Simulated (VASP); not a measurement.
# C20Cl in VASP: notebook, part 2 of 2

VASP 6.6.1.

## 3. Single point, PBE

INCAR

```
PREC = Accurate
ENCUT = 520
EDIFF = 1E-6
ISMEAR = 0
SIGMA = 0.1
LREAL = Auto
LASPH = T
NELM = 80
ALGO = Normal
ISIF = 2
LWAVE = F
LCHARG = T
LDIPOL = T
IDIPOL = 3
DIPOL = 0.5 0.5 0.319
GGA = PE
LELF = T
LVHAR = T
LVACPOTAV = T
NBANDS = 60
```

KPOINTS

```
Automatic mesh
0
Gamma
  4 3 1
```

POSCAR

```
C20Cl
1.0
    8.5436715405      0.0000000000      0.0000000000
   -2.1359178851      8.6110540208      0.0000000000
    0.0000000000      0.0000000000     20.2788010925
C Cl
20 1
Direct
    0.0782061927      0.9794914374      0.1972503198
    0.5782061927      0.9794914374      0.1972503198
    0.4115395260      0.9794914374      0.1972503198
    0.9115395260      0.9794914374      0.1972503198
    0.3230790521      0.9589828748      0.2574344476
    0.8230790520      0.9589828748      0.2574344476
    0.1564123854      0.9589828748      0.2574344476
    0.6564123854      0.9589828748      0.2574344476
    0.0669021097      0.9383827631      0.3175270290
    0.5669021097      0.9383827631      0.3175270290
    0.4022889442      0.9383825652      0.3175270320
    0.9022889442      0.9383825652      0.3175270320
    0.3111130079      0.9176685367      0.3778997893
    0.8111130079      0.9176685367      0.3778997893
    0.1477209542      0.9176685463      0.3778997009
    0.6477209542      0.9176685463      0.3778997009
    0.0473696108      0.8987953018      0.4329048139
    0.5473696108      0.8987953018      0.4329048139
    0.4020260800      0.8987945823      0.4329053307
    0.9020260800      0.8987945823      0.4329053307
    0.4223696108      1.3987953018      0.3609089640
```

Potentials or basis: VASP PAW PBE potentials, release 64 (C, Cl).

Started as:

```bash
cat potpaw_PBE.64/C/POTCAR potpaw_PBE.64/Cl/POTCAR > POTCAR
mpirun -np 1 vasp_std > vasp.out
```

OUTCAR:

```text
PREC = Accurate
   ENCUT = 520
   EDIFF = 1E-6
   ISMEAR = 0
   LREAL = Auto
   LASPH = T
   NELM = 80
   ISIF = 2
   GGA = PE

 ion  position               nearest neighbor table
   1  0.078  0.979  0.197-   7 1.42   4 1.42
   2  0.578  0.979  0.197-   8 1.42   3 1.42
   3  0.412  0.979  0.197-   5 1.42   2 1.42
   4  0.912  0.979  0.197-   6 1.42   1 1.42
   5  0.323  0.959  0.257-   3 1.42   7 1.42  11 1.43
   6  0.823  0.959  0.257-   4 1.42   8 1.42  12 1.43
   7  0.156  0.959  0.257-   1 1.42   5 1.42   9 1.43
   8  0.656  0.959  0.257-   2 1.42   6 1.42  10 1.43
   9  0.067  0.938  0.318-  12 1.41   7 1.43  15 1.44
  10  0.567  0.938  0.318-  11 1.41   8 1.43  16 1.44
  11  0.402  0.938  0.318-  10 1.41   5 1.43  13 1.44
  12  0.902  0.938  0.318-   9 1.41   6 1.43  14 1.44
  13  0.311  0.918  0.378-  19 1.39  15 1.40  11 1.44
  14  0.811  0.918  0.378-  20 1.39  16 1.40  12 1.44
  15  0.148  0.918  0.378-  17 1.39  13 1.40   9 1.44
  16  0.648  0.918  0.378-  18 1.39  14 1.40  10 1.44
  17  0.047  0.899  0.433-  20 1.24  15 1.39
  18  0.547  0.899  0.433-  19 1.24  16 1.39
  19  0.402  0.899  0.433-  18 1.24  13 1.39
  20  0.902  0.899  0.433-  17 1.24  14 1.39
  21  0.422  0.399  0.361-

  LATTYP: Found a simple monoclinic cell.
 ALAT       =     8.5436715405
 B/A-ratio  =     2.3735464310
 C/A-ratio  =     1.0384295166
 COS(beta)  =    -0.2407481644

  Lattice vectors:

 A1 = (   8.5436715405,   0.0000000000,   0.0000000000)
 A2 = (   0.0000000000,   0.0000000000, -20.2788010925)
 A3 = (  -2.1359178851,   8.6110540208,   0.0000000000)

Analysis of symmetry for initial positions (statically):
=====================================================================
 Subroutine PRICEL returns:
 Original cell was already a primitive cell.

 Routine SETGRP: Setting up the symmetry group for a
 simple monoclinic supercell.

 Subroutine GETGRP returns: Found  1 space group operations
 (whereof  1 operations were pure point group operations)
 out of a pool of  4 trial point group operations.

The static configuration has the point symmetry C_1 .

Analysis of symmetry for dynamics (positions and initial velocities):
=====================================================================
 Subroutine PRICEL returns:
 Original cell was already a primitive cell.

 Routine SETGRP: Setting up the symmetry group for a
 simple monoclinic supercell.

 Subroutine GETGRP returns: Found  1 space group operations
 (whereof  1 operations were pure point group operations)
 out of a pool of  4 trial point group operations.

The dynamic configuration has the point symmetry C_1 .

 Subroutine INISYM returns: Found  1 space group operations
 (whereof  1 operations are pure point group operations),
 and found     1 'primitive' translations

----------------------------------------------------------------------------------------

                                     Primitive cell

  volume of cell :    1491.9117

  direct lattice vectors                    reciprocal lattice vectors
     8.543671541  0.000000000  0.000000000     0.117045698  0.029032451  0.000000000
[... 87 lines left out ...]
 -0.250000  0.333333  0.000000      2.000000
   k-points           NKPTS =      7   k-points in BZ     NKDIM =      7   number of bands    NBANDS=     60
   number of dos      NEDOS =    301   number of ions     NIONS =     21
   total plane-waves  NPLWV = 716800
   dimension x,y,z NGX =    64 NGY =   70 NGZ =  160
   dimension x,y,z NGXF=   128 NGYF=  140 NGZF=  320
   ions per type =              20   1
   NGX,Y,Z   is equivalent  to a cutoff of  12.45, 13.12, 13.12 a.u.
   NGXF,Y,Z  is equivalent  to a cutoff of  24.91, 26.23, 26.23 a.u.
 SYSTEM =  unknown system
   PREC   = accura    normal or accurate (medium, high low for compatibility)
   ISTART =      0    job   : 0-new  1-cont  2-samecut
   ICHARG =      2    charge: 1-file 2-atom 10-const
   ISPIN  =      1    spin polarized calculation?
   LNONCOLLINEAR =      F non collinear calculations
   LSORBIT =      F    spin-orbit coupling
   LASPH  =      T    aspherical Exc in radial PAW
   ENCUT  =  520.0 eV  38.22 Ry    6.18 a.u.  15.89 16.50 37.71*2*pi/ulx,y,z
   NELM   =     80;   NELMIN=  2; NELMDL= -5     # of ELM steps
   EDIFF  = 0.1E-05   stopping-criterion for ELM
   LREAL  =      T    real-space projection
   EDIFFG = 0.1E-04   stopping-criterion for IOM
   NSW    =      0    number of steps for IOM
   IBRION =     -1    ionic relax: 0-MD 1-quasi-New 2-CG
   NFREE  =      0    steps in history (QN), initial steepest desc. (CG)
   ISIF   =      2    stress and relaxation
   ISYM   =      2    0-nonsym 1-usesym 2-fastsym
   POTIM  = 0.5000    time-step for ionic-motion
   TEBEG  =    0.0;   TEEND  =   0.0 temperature during run
   PSTRESS=    0.0 pullay stress
   NELECT =      87.0000    total number of electrons
   NUPDOWN=      -1.0000    fix difference up-down
   EMIN   =  10.00;   EMAX   =-10.00  energy-range for DOS
   EFERMI =   0.00;   METHOD = LEGACY
   ISMEAR =     0;   SIGMA  =   0.10  broadening in eV -4-tet -1-fermi 0-gaus
   EFERMI_NEDOS =   21; number of points for ismear=-14 and -15
   IALGO  =     38    algorithm
   IMIX   =      4    mixing-type and parameters
     AMIX     =   0.40;   BMIX     =  1.00
     AMIX_MAG =   1.60;   BMIX_MAG =  1.00
  volume/ion in A,a.u.               =      71.04       479.42
  Fermi-wavevector in a.u.,A,eV,Ry     =   0.634844  1.199681  5.483510  0.403027
  Thomas-Fermi vector in A             =   1.698976
   LORBIT       =      0    0 simple, 1 ext, 2 COOP (PROOUT), +10 PAW based schemes
   GGA     = PE    functional components
   LHFCALC =     F    Hartree Fock is set to
   AEXX    =    0.0000 exact exchange contribution
   IVDW    =     0    specifies the selected vdW correction
   LEPSILON=     F    determine dielectric tensor
   LRPA    =     F    only Hartree local field effects (RPA)
 non-spin polarized calculation
 Gauss-broadening in eV      SIGMA  =   0.10
  energy-cutoff  :      520.00
  volume of cell :     1491.91
 maximum number of plane-waves:     40207
   NGX = 31   NGY = 33   NGZ = 75

 dipolmoment           0.000000      0.000000      0.057193 electrons x Angstroem

 number of electron      86.9999998 magnetization

 dipolmoment           0.000000      0.000000     -0.036833 electrons x Angstroem

 Free energy of the ion-electron system (eV)
  ---------------------------------------------------
  ext. energy  EPLUGINS =         0.00000000
  ---------------------------------------------------
  free energy    TOTEN  =      -166.15788110 eV

  energy without entropy =     -166.05196926  energy(sigma->0) =     -166.10492518

 E-fermi :  -5.1023     XC(G=0):  -2.2127

 val. band max:       -5.1318869238   @ k =  -0.2500   0.3333   0.0000
 cond. band min:      -4.8866169471   @ k =   0.2500   0.3333   0.0000
 fundamental gap:      0.2452699767
 Fermi energy:        -5.1023210088

 k-point     1 :       0.0000    0.0000    0.0000
  band No.  band energies     occupation
      1     -23.3332      2.00000
      2     -22.0247      2.00000
      3     -21.7908      2.00000
      4     -21.5718      2.00000
      5     -20.3909      2.00000
      6     -19.9804      2.00000
[... 395 lines left out ...]
     54       0.4746      0.00000
     55       0.6383      0.00000
 [bands above 55 left out]

------------------------ aborting loop because EDIFF is reached ----------------------------------------

  FORCE on cell =-STRESS in cart. coord.  units (eV):
  Direction    XX          YY          ZZ          XY          YZ          ZX
  --------------------------------------------------------------------------------------
  -------------------------------------------------------------------------------------
  Total       -3.5979584     -1.0256562     -6.4080843     -0.0153066      0.8770121      0.0056034
  in kB       -3.8638796     -1.1014613     -6.8816989     -0.0164379      0.9418311      0.0060176
  external PRESSURE =      -3.9490133 kB  Pullay stress =       0.0000000 kB

 VOLUME and BASIS-vectors are now :
 -----------------------------------------------------------------------------
  energy-cutoff  :      520.00
  volume of cell :     1491.91
      direct lattice vectors                 reciprocal lattice vectors
     8.543671541  0.000000000  0.000000000     0.117045698  0.029032451  0.000000000
    -2.135917885  8.611054021  0.000000000     0.000000000  0.116129802  0.000000000
     0.000000000  0.000000000 20.278801093     0.000000000  0.000000000  0.049312580

 POSITION                                       TOTAL-FORCE (eV/Angst)
 -----------------------------------------------------------------------------------
     -1.42395      8.43445      4.00000        -6.971959     -0.172997      1.182430
      2.84789      8.43445      4.00000        -6.994096     -0.163828      1.166913
      1.42395      8.43445      4.00000         6.997136     -0.175174      1.188825
      5.69578      8.43445      4.00000         6.970698     -0.165894      1.172060
      0.71197      8.25785      5.22046        -0.421350      0.169452     -1.127404
      4.98381      8.25785      5.22046        -0.430688      0.163333     -1.158423
[... 13 lines left out ...]
      5.78686      7.73957      8.77880         0.085217      0.005732     -0.038294
      2.75679      3.43405      7.31880         0.000059     -0.023534     -0.013642
 -----------------------------------------------------------------------------------
    total drift:                               -0.035460     -0.003411     -0.017826

  FREE ENERGIE OF THE ION-ELECTRON SYSTEM (eV)
  ---------------------------------------------------
  free  energy   TOTEN  =      -166.1578810952 eV

  energy  without entropy=     -166.0519692631  energy(sigma->0) =     -166.10492518

 vacuum level on the upper side and lower side of the slab         1.221         1.312
```

Wall time 26 min (1 thread of Intel Xeon 6975P-C (Granite Rapids), shared host); peak memory 1.3 GiB.

Results:

- Free energy: -166.1579 eV
- Largest force: 7.100 eV/Å
- Band gap on the k mesh: zero (an odd number of electrons rules out a gap without spin polarisation)

Forces in eV/Å, atoms in the order of the input:
```
C   -6.972 -0.173  1.182
C   -6.994 -0.164  1.167
C    6.997 -0.175  1.189
C    6.971 -0.166  1.172
C   -0.421  0.169 -1.127
C   -0.431  0.163 -1.158
C    0.451  0.174 -1.157
C    0.419  0.163 -1.144
C   -0.075  0.009  0.003
C   -0.100  0.003 -0.001
C    0.085  0.001 -0.005
C    0.093  0.001 -0.001
C    0.053  0.009  0.024
C    0.008 -0.010  0.028
C   -0.010  0.011  0.026
C   -0.063 -0.012  0.033
C   -0.090  0.007 -0.058
C   -0.098  0.006 -0.053
C    0.093  0.003 -0.066
C    0.085  0.006 -0.038
Cl   0.000 -0.024 -0.014
```

Caveat: an odd number of electrons without spin polarisation forces a metal; a magnetic or distorted state may lie lower.

## 4. Relaxation of the atoms, PBE

INCAR

```
SYSTEM = C20Cl
PREC = Accurate
ENCUT = 520
EDIFF = 1E-7
ISMEAR = 0
SIGMA = 0.1
LREAL = .False.
LASPH = .True.
NELM = 120
ALGO = Normal
ISIF = 2
LWAVE = .False.
LCHARG = .False.
LDIPOL = .True.
IDIPOL = 3
DIPOL = 0.5 0.5 0.326
GGA = PE
IBRION = 2
NSW = 36
EDIFFG = -0.025
GGA_COMPAT = .False.
NELMIN = 4
NELMDL = -8
KPAR = 4
```

KPOINTS

```
regular mesh
0
Gamma
  4 3 1
  0 0 0
```

POSCAR

```
C20Cl
1.0
    8.5436715405      0.0000000000      0.0000000000
   -2.1359178851      8.6110540208      0.0000000000
    0.0000000000      0.0000000000     20.2788010925
C Cl
20 1
Selective dynamics
Direct
    0.0782061927      0.9794914374      0.1972503198  F F F
    0.5782061927      0.9794914374      0.1972503198  F F F
    0.4115395260      0.9794914374      0.1972503198  F F F
    0.9115395260      0.9794914374      0.1972503198  F F F
    0.3230790521      0.9589828748      0.2574344476  F F F
    0.8230790520      0.9589828748      0.2574344476  F F F
    0.1564123854      0.9589828748      0.2574344476  F F F
    0.6564123854      0.9589828748      0.2574344476  F F F
    0.0669021097      0.9383827631      0.3175270290  F F F
    0.5669021097      0.9383827631      0.3175270290  F F F
    0.4022889442      0.9383825652      0.3175270320  F F F
    0.9022889442      0.9383825652      0.3175270320  F F F
    0.3111130079      0.9176685367      0.3778997893  F F F
    0.8111130079      0.9176685367      0.3778997893  F F F
    0.1477209542      0.9176685463      0.3778997009  F F F
    0.6477209542      0.9176685463      0.3778997009  F F F
    0.0473696108      0.8987953018      0.4329048139  F F F
    0.5473696108      0.8987953018      0.4329048139  F F F
    0.4020260800      0.8987945823      0.4329053307  F F F
    0.9020260800      0.8987945823      0.4329053307  F F F
    0.2973696108      0.8987953018      0.5134767134  F F T
```

Started as:

```bash
cat potpaw_PBE.64/C/POTCAR potpaw_PBE.64/Cl/POTCAR > POTCAR
mpirun -np 4 vasp_std > vasp.out
```

It took 27 min on 4 MPI ranks of Intel Xeon Platinum 8259CL at 2.50GHz (Skylake/Cascade Lake), shared host; peak memory 1.6 GiB.

Results (log left out):

| Property | Result |
| --- | --- |
| Free energy | -167.9867 eV |
| Energy gained by relaxing | 0.8 meV/atom |
| Ionic steps | 3 |
| Band gap on the k mesh | zero (an odd number of electrons rules out a gap without spin polarisation) |

The path:
```tsv
step	energy change (eV)	largest force on free atoms (eV/Å)	pressure (GPa)
1	0.0000	0.5865	-0.07
2	-0.0126	0.2983	-0.04
3	-0.0166	0.0020	-0.01
```

Final structure:
```
C Cl
1.0
     8.54367    0.00000    0.00000
    -2.13592    8.61105    0.00000
     0.00000    0.00000   20.27880
C Cl
20 1
Direct
  0.07821 0.97949 0.19725
  0.57821 0.97949 0.19725
  0.41154 0.97949 0.19725
  0.91154 0.97949 0.19725
  0.32308 0.95898 0.25743
  0.82308 0.95898 0.25743
  0.15641 0.95898 0.25743
  0.65641 0.95898 0.25743
  0.06690 0.93838 0.31753
  0.56690 0.93838 0.31753
  0.40229 0.93838 0.31753
  0.90229 0.93838 0.31753
  0.31111 0.91767 0.37790
  0.81111 0.91767 0.37790
  0.14772 0.91767 0.37790
  0.64772 0.91767 0.37790
  0.04737 0.89880 0.43290
  0.54737 0.89880 0.43290
  0.40203 0.89879 0.43291
  0.90203 0.89879 0.43291
  0.29737 0.89880 0.51082
```

Levels at points of the mesh, in eV from the Fermi level:
```tsv
k point	band 40	band 41	band 42	band 43	band 44	band 45	band 46	band 47	band 48	band 49
(0.00, 0.00, 0.00)	-1.09	-0.81	-0.80	-0.13	0.18	0.71	1.21	1.34	2.09	2.27
(0.50, 0.00, 0.00)	-1.12	-1.04	-1.02	-0.95	-0.04	0.69	0.92	2.21	2.97	2.98
```

Caveat: an odd number of electrons without spin polarisation forces a metal; a magnetic or distorted state may lie lower.

## 5. Summary

| task | cell | atoms held along some axes (from 0) | gap on the mesh (eV) | largest force (eV/Å) |
| --- | --- | --- | --- | --- |
| single point | as given, atomic positions A | - | none | 7.03 |
| single point | as given, atomic positions B | - | none | 7.10 |
| relaxation of the atoms | atoms relaxed, atomic positions C | atom 20 along a and b | none | - |

Alike in all rows: level PBE; potentials or basis VASP PAW PBE potentials, release 64 (C, Cl); no spin polarisation; k mesh 4 × 3 × 1; cutoff (eV) 520; smearing gaussian 0.1 eV.

Caveats: an odd number of electrons without spin polarisation forces a metal; a magnetic or distorted state may lie lower.

Total energies depend on the potentials used, so only differences within one code and one set of settings carry meaning.

The gap in the log of VASP goes by the Fermi energy; the results here count the filled bands.